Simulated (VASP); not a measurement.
# Al (P6_3/mmc) in VASP: further runs

Runs on Al. Level: PBEsol. Tasks: single point.

All numbers are computed with VASP 6.6.1; they aren't measurements. Logs are shortened: lines on timing, memory, paths and dates and some standing lists are left out, and cuts for length are marked.

### 1 The cell of the first run

It takes space group P6_3/mmc (No. 194, hexagonal). Conventional cell: a = 2.907 Å, b = 2.907 Å, c = 4.637 Å, α = 90.00°, β = 90.00°, γ = 120.00°. Within 3.8 Å of Al (site symmetry -6m2) lie 12 Al at 2.86 to 2.91 Å.

### 2 Single point, PBEsol (strain +0.0200 x Voigt [1, 1, 0, 0, 0, 0])

File INCAR:

```
  PREC = Accurate
  ENCUT = 520
  EDIFF = 1E-6
  ISMEAR = 0
  SIGMA = 0.15
  LREAL = F
  LASPH = T
  NELM = 100
  ALGO = Fast
  ISIF = 2
  LWAVE = F
  LCHARG = F
  GGA = PS
  NBANDS = 10
```

File KPOINTS:

```
regular mesh
0
Gamma
  24 24 14
```

File POSCAR:

```
Al
1.0
    2.9070708893      0.0000000000      0.0000000000
   -1.4535354446      2.5175972407      0.0000000000
    0.0000000000      0.0000000000      4.6373174459
Al
2
Direct
    0.6666666667      0.3333333333      0.7500000000
    0.3333333333      0.6666666667      0.2500000000
```

Potentials or basis: VASP PAW PBE potentials, release 64 (Al).

Run with:

```
$ cat potpaw_PBE.64/Al/POTCAR > POTCAR
$ mpirun -np 1 vasp_std > vasp.out
```

OUTCAR:

```text
PREC = Accurate
   ENCUT = 520
   EDIFF = 1E-6
   ISMEAR = 0
   LREAL = F
   LASPH = T
   NELM = 100
   ISIF = 2
   GGA = PS

 ion  position               nearest neighbor table
   1  0.667  0.333  0.750-   2 2.86   2 2.86   2 2.86   2 2.86   2 2.86   2 2.86
   2  0.333  0.667  0.250-   1 2.86   1 2.86   1 2.86   1 2.86   1 2.86   1 2.86

  LATTYP: Found a hexagonal cell.
 ALAT       =     2.9070708893
 C/A-ratio  =     1.5951855398

  Lattice vectors:

 A1 = (   2.9070708893,   0.0000000000,   0.0000000000)
 A2 = (  -1.4535354446,   2.5175972407,   0.0000000000)
 A3 = (   0.0000000000,   0.0000000000,   4.6373174459)

Analysis of symmetry for initial positions (statically):
=====================================================================
 Subroutine PRICEL returns:
 Original cell was already a primitive cell.

 Routine SETGRP: Setting up the symmetry group for a
 hexagonal supercell.

 Subroutine GETGRP returns: Found 24 space group operations
 (whereof 12 operations were pure point group operations)
 out of a pool of 24 trial point group operations.

The static configuration has the point symmetry D_3d.
 The point group associated with its full space group is D_6h.

Analysis of symmetry for dynamics (positions and initial velocities):
=====================================================================
 Subroutine PRICEL returns:
 Original cell was already a primitive cell.

 Routine SETGRP: Setting up the symmetry group for a
 hexagonal supercell.

 Subroutine GETGRP returns: Found 24 space group operations
 (whereof 12 operations were pure point group operations)
 out of a pool of 24 trial point group operations.

The dynamic configuration has the point symmetry D_3d.
 The point group associated with its full space group is D_6h.

 Subroutine INISYM returns: Found 24 space group operations
 (whereof 12 operations are pure point group operations),
 and found     1 'primitive' translations

----------------------------------------------------------------------------------------

                                     Primitive cell

  volume of cell :      33.9398

  direct lattice vectors                    reciprocal lattice vectors
     2.907070889  0.000000000  0.000000000     0.343988860  0.198602061  0.000000000
    -1.453535445  2.517597241  0.000000000     0.000000000  0.397204121  0.000000000
     0.000000000  0.000000000  4.637317446     0.000000000  0.000000000  0.215641912

  length of vectors
     2.907070889  2.907070889  4.637317446     0.397204121  0.397204121  0.215641912

[... 89 lines left out ...]
   TEBEG  =    0.0;   TEEND  =   0.0 temperature during run
   PSTRESS=    0.0 pullay stress
   NELECT =       6.0000    total number of electrons
   NUPDOWN=      -1.0000    fix difference up-down
   EMIN   =  10.00;   EMAX   =-10.00  energy-range for DOS
   EFERMI =   0.00;   METHOD = LEGACY
   ISMEAR =     0;   SIGMA  =   0.15  broadening in eV -4-tet -1-fermi 0-gaus
   EFERMI_NEDOS =   21; number of points for ismear=-14 and -15
   IALGO  =     68    algorithm
   IMIX   =      4    mixing-type and parameters
     AMIX     =   0.40;   BMIX     =  1.00
     AMIX_MAG =   1.60;   BMIX_MAG =  1.00
  volume/ion in A,a.u.               =      16.97       114.52
  Fermi-wavevector in a.u.,A,eV,Ry     =   0.918803  1.736286 11.486021  0.844199
  Thomas-Fermi vector in A             =   2.043926
   LORBIT       =      0    0 simple, 1 ext, 2 COOP (PROOUT), +10 PAW based schemes
   GGA     = PS    functional components
   LHFCALC =     F    Hartree Fock is set to
   AEXX    =    0.0000 exact exchange contribution
   IVDW    =     0    specifies the selected vdW correction
   LEPSILON=     F    determine dielectric tensor
   LRPA    =     F    only Hartree local field effects (RPA)
 non-spin polarized calculation
 RMM-DIIS sequential band-by-band and
 Gauss-broadening in eV      SIGMA  =   0.15
  energy-cutoff  :      520.00
  volume of cell :       33.94
 maximum number of plane-waves:       941
 NGX is ok and might be reduce to    24
   NGX = 11   NGY = 11   NGZ = 17

 number of electron       6.0000000 magnetization

 Free energy of the ion-electron system (eV)
  ---------------------------------------------------
  ext. energy  EPLUGINS =         0.00000000
  ---------------------------------------------------
  free energy    TOTEN  =        -8.10623909 eV

  energy without entropy =       -8.09593214  energy(sigma->0) =       -8.10108561

 E-fermi :   7.6564     XC(G=0): -10.1558

 val. band max:        7.6557031141   @ k =   0.3750   0.2500   0.2143
 cond. band min:       7.6597627585   @ k =   0.3750   0.2500   0.2143
 fundamental gap:      0.0040596444
 Fermi energy:         7.6564168643

 k-point     1 :       0.0000    0.0000    0.0000
  band No.  band energies     occupation
      1      -3.2796      2.00000
      2       3.3053      2.00000
      3       3.6041      2.00000
      4      17.6038      0.00000
      5      17.6038      0.00000
      6      18.1708      0.00000
      7      18.1708      0.00000
      8      19.8257      0.00000
      9      21.0457      0.00000
     10      22.2374      0.00000
[... 287 lines left out ...]
 k-point    24 :       0.4583    0.0417    0.0000
  band No.  band energies     occupation
      1       1.9920      2.00000
      2       2.9597      2.00000
      3       8.1375      0.00001
      4       8.7499      0.00000
      5       9.4460      0.00000
      6       9.7547      0.00000
      7      12.2177      0.00000
      8      15.2937      0.00000
      9      18.2008      0.00000
     10      18.2591      0.00000

 [... further k-points ...]

------------------------ aborting loop because EDIFF is reached ----------------------------------------

  FORCE on cell =-STRESS in cart. coord.  units (eV):
  Direction    XX          YY          ZZ          XY          YZ          ZX
  --------------------------------------------------------------------------------------
  -------------------------------------------------------------------------------------
  Total       -0.7103318     -0.7103318     -0.3112299     -0.0000000      0.0000000      0.0000000
  in kB      -33.5322836    -33.5322836    -14.6920781     -0.0000000      0.0000000      0.0000000
  external PRESSURE =     -27.2522151 kB  Pullay stress =       0.0000000 kB

 VOLUME and BASIS-vectors are now :
 -----------------------------------------------------------------------------
  energy-cutoff  :      520.00
  volume of cell :       33.94
      direct lattice vectors                 reciprocal lattice vectors
     2.907070889  0.000000000  0.000000000     0.343988860  0.198602061  0.000000000
    -1.453535445  2.517597241  0.000000000     0.000000000  0.397204121  0.000000000
     0.000000000  0.000000000  4.637317446     0.000000000  0.000000000  0.215641912

 POSITION                                       TOTAL-FORCE (eV/Angst)
 -----------------------------------------------------------------------------------
      1.45354      0.83920      3.47799        -0.000000     -0.000000      0.000000
     -0.00000      1.67840      1.15933         0.000000      0.000000      0.000000
 -----------------------------------------------------------------------------------
    total drift:                                0.000000     -0.000000     -0.000000

  FREE ENERGIE OF THE ION-ELECTRON SYSTEM (eV)
  ---------------------------------------------------
  free  energy   TOTEN  =        -8.1062390873 eV

  energy  without entropy=       -8.0959321407  energy(sigma->0) =       -8.10108561
```

It took 71 s on 1 thread of Intel Xeon Platinum 8375C at 2.90GHz (Ice Lake), shared host; peak memory 0.25 GiB.

Results:

```
Free energy            : -8.1062 eV
Pressure               : -2.7 GPa
Band gap on the k mesh : zero (band 3 reaches 12.14 eV, above the bottom of band 4 at 4.43 eV)
```

Caveat: the cell differs from its parent crystal (strain +0.0200 x Voigt [1, 1, 0, 0, 0, 0]); the PAW data sets were made with another functional, which shifts forces and pressure a little.

### 3 Single point, PBEsol (strain +0.0175 x Voigt [1, 1, 0, 0, 0, 0])

Changes to INCAR since step 2:

```diff
@@ -2,3 +2,3 @@
   ENCUT = 520
-  EDIFF = 1E-6
+  EDIFF = 1E-7
   ISMEAR = 0
@@ -7,3 +7,3 @@
   LASPH = T
-  NELM = 100
+  NELM = 80
   ALGO = Fast
```

File KPOINTS:

```
Automatic mesh
0
Gamma
  24 24 14
```

File POSCAR:

```
Al
1.0
    2.8999457155      0.0000000000      0.0000000000
   -1.4499728577      2.5114266592      0.0000000000
    0.0000000000      0.0000000000      4.6373174459
Al
2
Direct
    0.6666666667      0.3333333333      0.7500000000
    0.3333333333      0.6666666667      0.2500000000
```

Potentials or basis: VASP PAW PBE potentials, release 64 (Al).

Run with:

```
$ cat potpaw_PBE.64/Al/POTCAR > POTCAR
$ mpirun -np 1 vasp_std > vasp.out
```

OUTCAR:

```text
PREC = Accurate
   ENCUT = 520
   EDIFF = 1E-7
   ISMEAR = 0
   LREAL = F
   LASPH = T
   NELM = 80
   ISIF = 2
   GGA = PS

 ion  position               nearest neighbor table
   1  0.667  0.333  0.750-   2 2.86   2 2.86   2 2.86   2 2.86   2 2.86   2 2.86
   2  0.333  0.667  0.250-   1 2.86   1 2.86   1 2.86   1 2.86   1 2.86   1 2.86

  LATTYP: Found a hexagonal cell.
 ALAT       =     2.8999457155
 C/A-ratio  =     1.5991049147

  Lattice vectors:

 A1 = (   2.8999457155,   0.0000000000,   0.0000000000)
 A2 = (  -1.4499728577,   2.5114266592,   0.0000000000)
 A3 = (   0.0000000000,   0.0000000000,   4.6373174459)

Analysis of symmetry for initial positions (statically):
=====================================================================
 Subroutine PRICEL returns:
 Original cell was already a primitive cell.

 Routine SETGRP: Setting up the symmetry group for a
 hexagonal supercell.

 Subroutine GETGRP returns: Found 24 space group operations
 (whereof 12 operations were pure point group operations)
 out of a pool of 24 trial point group operations.

The static configuration has the point symmetry D_3d.
 The point group associated with its full space group is D_6h.

Analysis of symmetry for dynamics (positions and initial velocities):
=====================================================================
 Subroutine PRICEL returns:
 Original cell was already a primitive cell.

 Routine SETGRP: Setting up the symmetry group for a
 hexagonal supercell.

 Subroutine GETGRP returns: Found 24 space group operations
 (whereof 12 operations were pure point group operations)
 out of a pool of 24 trial point group operations.

The dynamic configuration has the point symmetry D_3d.
 The point group associated with its full space group is D_6h.

 Subroutine INISYM returns: Found 24 space group operations
 (whereof 12 operations are pure point group operations),
 and found     1 'primitive' translations

----------------------------------------------------------------------------------------

                                     Primitive cell

  volume of cell :      33.7736

  direct lattice vectors                    reciprocal lattice vectors
     2.899945715  0.000000000  0.000000000     0.344834041  0.199090026  0.000000000
    -1.449972858  2.511426659  0.000000000     0.000000000  0.398180053  0.000000000
     0.000000000  0.000000000  4.637317446     0.000000000  0.000000000  0.215641912

  length of vectors
     2.899945715  2.899945715  4.637317446     0.398180053  0.398180053  0.215641912

  position of ions in fractional coordinates (direct lattice)
     0.666666667  0.333333333  0.750000000
     0.333333333  0.666666667  0.250000000

  ion indices of the primitive-cell ions
   primitive index   ion index
                 1           1
                 2           2

----------------------------------------------------------------------------------------

 KPOINTS: Automatic mesh

Automatic generation of k-mesh.
 Grid dimensions read from file:
 generate k-points for:   24   24   14

 Generating k-lattice:

  Cartesian coordinates                     Fractional coordinates (reciprocal lattice)
     0.014368085  0.008295418  0.000000000     0.041666667  0.000000000  0.000000000
[... 41 lines left out ...]
   k-points           NKPTS =    488   k-points in BZ     NKDIM =    488   number of bands    NBANDS=     10
   number of dos      NEDOS =    301   number of ions     NIONS =      2
   total plane-waves  NPLWV =  20736
   dimension x,y,z NGX =    24 NGY =   24 NGZ =   36
   dimension x,y,z NGXF=    48 NGYF=   48 NGZF=   72
   ions per type =               2
   NGX,Y,Z   is equivalent  to a cutoff of  13.76, 13.76, 12.91 a.u.
   NGXF,Y,Z  is equivalent  to a cutoff of  27.52, 27.52, 25.81 a.u.
 SYSTEM =  unknown system
   PREC   = accura    normal or accurate (medium, high low for compatibility)
   ISTART =      0    job   : 0-new  1-cont  2-samecut
   ICHARG =      2    charge: 1-file 2-atom 10-const
   ISPIN  =      1    spin polarized calculation?
   LNONCOLLINEAR =      F non collinear calculations
   LSORBIT =      F    spin-orbit coupling
   LASPH  =      T    aspherical Exc in radial PAW
   ENCUT  =  520.0 eV  38.22 Ry    6.18 a.u.   5.39  5.39  8.62*2*pi/ulx,y,z
   NELM   =     80;   NELMIN=  2; NELMDL= -5     # of ELM steps
   EDIFF  = 0.1E-06   stopping-criterion for ELM
   LREAL  =      F    real-space projection
   EDIFFG = 0.1E-05   stopping-criterion for IOM
   NSW    =      0    number of steps for IOM
   IBRION =     -1    ionic relax: 0-MD 1-quasi-New 2-CG
   NFREE  =      0    steps in history (QN), initial steepest desc. (CG)
   ISIF   =      2    stress and relaxation
   ISYM   =      2    0-nonsym 1-usesym 2-fastsym
   POTIM  = 0.5000    time-step for ionic-motion
   TEBEG  =    0.0;   TEEND  =   0.0 temperature during run
   PSTRESS=    0.0 pullay stress
   NELECT =       6.0000    total number of electrons
   NUPDOWN=      -1.0000    fix difference up-down
   EMIN   =  10.00;   EMAX   =-10.00  energy-range for DOS
   EFERMI =   0.00;   METHOD = LEGACY
   ISMEAR =     0;   SIGMA  =   0.15  broadening in eV -4-tet -1-fermi 0-gaus
   EFERMI_NEDOS =   21; number of points for ismear=-14 and -15
   IALGO  =     68    algorithm
   IMIX   =      4    mixing-type and parameters
     AMIX     =   0.40;   BMIX     =  1.00
     AMIX_MAG =   1.60;   BMIX_MAG =  1.00
  volume/ion in A,a.u.               =      16.89       113.96
  Fermi-wavevector in a.u.,A,eV,Ry     =   0.920307  1.739129 11.523665  0.846965
  Thomas-Fermi vector in A             =   2.045598
   LORBIT       =      0    0 simple, 1 ext, 2 COOP (PROOUT), +10 PAW based schemes
   GGA     = PS    functional components
   LHFCALC =     F    Hartree Fock is set to
   AEXX    =    0.0000 exact exchange contribution
   IVDW    =     0    specifies the selected vdW correction
   LEPSILON=     F    determine dielectric tensor
   LRPA    =     F    only Hartree local field effects (RPA)
 non-spin polarized calculation
 RMM-DIIS sequential band-by-band and
 Gauss-broadening in eV      SIGMA  =   0.15
  energy-cutoff  :      520.00
  volume of cell :       33.77
 maximum number of plane-waves:       941
 NGX is ok and might be reduce to    24
   NGX = 11   NGY = 11   NGZ = 17

 number of electron       6.0000000 magnetization

 Free energy of the ion-electron system (eV)
  ---------------------------------------------------
  ext. energy  EPLUGINS =         0.00000000
  ---------------------------------------------------
  free energy    TOTEN  =        -8.10953185 eV

  energy without entropy =       -8.09929292  energy(sigma->0) =       -8.10441239

 E-fermi :   7.7082     XC(G=0): -10.1736

 val. band max:        7.7030741422   @ k =   0.2083   0.0417   0.2143
 cond. band min:       7.7187524134   @ k =   0.0000   0.0000   0.2857
 fundamental gap:      0.0156782711
 Fermi energy:         7.7081661505

 k-point     1 :       0.0000    0.0000    0.0000
  band No.  band energies     occupation
      1      -3.2629      2.00000
      2       3.3232      2.00000
      3       3.6181      2.00000
      4      17.7325      0.00000
      5      17.7325      0.00000
      6      18.2782      0.00000
      7      18.2782      0.00000
      8      19.8822      0.00000
      9      21.1786      0.00000
     10      22.2891      0.00000
[... 287 lines left out ...]
 k-point    24 :       0.4583    0.0417    0.0000
  band No.  band energies     occupation
      1       2.0350      2.00000
      2       3.0036      2.00000
      3       8.1829      0.00001
      4       8.7872      0.00000
      5       9.4887      0.00000
      6       9.7993      0.00000
      7      12.3149      0.00000
      8      15.4003      0.00000
      9      18.2871      0.00000
     10      18.3528      0.00000

 [... further k-points ...]

------------------------ aborting loop because EDIFF is reached ----------------------------------------

  FORCE on cell =-STRESS in cart. coord.  units (eV):
  Direction    XX          YY          ZZ          XY          YZ          ZX
  --------------------------------------------------------------------------------------
  -------------------------------------------------------------------------------------
  Total       -0.6342551     -0.6342551     -0.2535413     -0.0000000      0.0000000     -0.0000000
  in kB      -30.0882793    -30.0882793    -12.0276882     -0.0000000      0.0000000     -0.0000000
  external PRESSURE =     -24.0680823 kB  Pullay stress =       0.0000000 kB

 VOLUME and BASIS-vectors are now :
 -----------------------------------------------------------------------------
  energy-cutoff  :      520.00
  volume of cell :       33.77
      direct lattice vectors                 reciprocal lattice vectors
     2.899945715  0.000000000  0.000000000     0.344834041  0.199090026  0.000000000
    -1.449972858  2.511426659  0.000000000     0.000000000  0.398180053  0.000000000
     0.000000000  0.000000000  4.637317446     0.000000000  0.000000000  0.215641912

 POSITION                                       TOTAL-FORCE (eV/Angst)
 -----------------------------------------------------------------------------------
      1.44997      0.83714      3.47799        -0.000000      0.000000      0.000000
     -0.00000      1.67428      1.15933         0.000000     -0.000000      0.000000
 -----------------------------------------------------------------------------------
    total drift:                                0.000000     -0.000000     -0.000000

  FREE ENERGIE OF THE ION-ELECTRON SYSTEM (eV)
  ---------------------------------------------------
  free  energy   TOTEN  =        -8.1095318518 eV

  energy  without entropy=       -8.0992929218  energy(sigma->0) =       -8.10441239
```

OSZICAR:

```text
N       E                     dE             d eps       ncg     rms          rms(c)
DAV:   1    -0.978763031121E+00   -0.97876E+00   -0.23049E+03  9768   0.470E+02
DAV:   2    -0.801724108515E+01   -0.70385E+01   -0.67638E+01 12986   0.533E+01
DAV:   3    -0.816780556377E+01   -0.15056E+00   -0.14837E+00 12870   0.632E+00
DAV:   4    -0.816841575641E+01   -0.61019E-03   -0.61012E-03 11706   0.454E-01
DAV:   5    -0.816842098395E+01   -0.52275E-05   -0.52279E-05 11736   0.426E-02    0.188E+00
RMM:   6    -0.813302171308E+01    0.35399E-01   -0.39333E-03  9885   0.326E-01    0.108E+00
RMM:   7    -0.810959498800E+01    0.23427E-01   -0.10520E-02 10217   0.524E-01    0.159E-01
RMM:   8    -0.810952778786E+01    0.67200E-04   -0.41713E-04 10776   0.132E-01    0.244E-02
RMM:   9    -0.810953497007E+01   -0.71822E-05   -0.71363E-05 11312   0.590E-02    0.265E-02
RMM:  10    -0.810953668187E+01   -0.17118E-05   -0.83312E-06 11393   0.199E-02    0.104E-01
RMM:  11    -0.810953279167E+01    0.38902E-05   -0.21068E-06 11407   0.787E-03    0.306E-02
RMM:  12    -0.810953199474E+01    0.79694E-06   -0.59465E-07 10973   0.483E-03    0.662E-03
RMM:  13    -0.810953185457E+01    0.14017E-06   -0.10409E-07  9115   0.187E-03    0.246E-03
RMM:  14    -0.810953185184E+01    0.27257E-08   -0.32074E-08  6858   0.131E-03
   1 F= -.81095319E+01 E0= -.81044124E+01  d E =-.102389E-01
```

Wall time 96 s (1 thread of Intel Xeon Platinum 8375C at 2.90GHz (Ice Lake), shared host); peak memory 0.25 GiB.

What came out:

| Quantity | Value |
| --- | --- |
| Free energy | -8.1095 eV |
| Pressure | -2.4 GPa |
| Band gap on the k mesh | zero (band 3 reaches 12.17 eV, above the bottom of band 4 at 4.48 eV) |

Levels at points of the mesh, in eV from the Fermi level:
```
           k point  band 1  band 2  band 3  band 4  band 5  band 6
(0.00, 0.00, 0.00)  -10.97   -4.38   -4.09   10.02   10.02   10.57
(0.50, 0.00, 0.00)   -5.36   -5.10    0.62    1.29    1.56    1.85
(0.00, 0.00, 0.50)   -9.26   -9.26    3.78    3.78   11.36   11.36
(0.50, 0.00, 0.50)   -3.88   -3.88   -3.23   -3.23    6.71    6.71
```

Caveat: the cell differs from its parent crystal (strain +0.0175 x Voigt [1, 1, 0, 0, 0, 0]); the PAW data sets were made with another functional, which shifts forces and pressure a little.
